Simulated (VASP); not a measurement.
A run of VASP 6.6.1 is set up as follows.

File INCAR:

```
ALGO = Normal
EDIFF = 1E-7
EDIFFG = -0.005
ENCUT = 600
GGA = PE
IBRION = 2
ISIF = 3
ISMEAR = -1
LASPH = T
LCHARG = F
LREAL = F
LWAVE = F
NELM = 80
NSW = 60
PREC = Accurate
SIGMA = 0.08
```

Contents of KPOINTS:

```
k-points
0
Gamma
  19 19 11
```

The input POSCAR:

```
Be
1.0
    2.2424371395      0.0000000000      0.0000000000
   -1.1212185697      1.9420075292      0.0000000000
    0.0000000000      0.0000000000      3.6327481659
Be
2
Direct
    0.3333333333      0.6666666667      0.2500000000
    0.6666666667      0.3333333333      0.7500000000
```

Potentials or basis: VASP PAW PBE potentials, release 64 (Be).

Run with:

```console
$ cat potpaw_PBE.64/Be/POTCAR > POTCAR
$ mpirun -np 1 vasp_std > vasp.out
```

(1) Estimate the space group after relaxing (to 0.1 Å).

(2) Estimate the relaxed cell.

Answers

(1) P6_3/mmc (No. 194).

(2) a = 2.264 Å, b = 2.264 Å, c = 3.568 Å, α = 90.00°, β = 90.00°, γ = 120.00°.
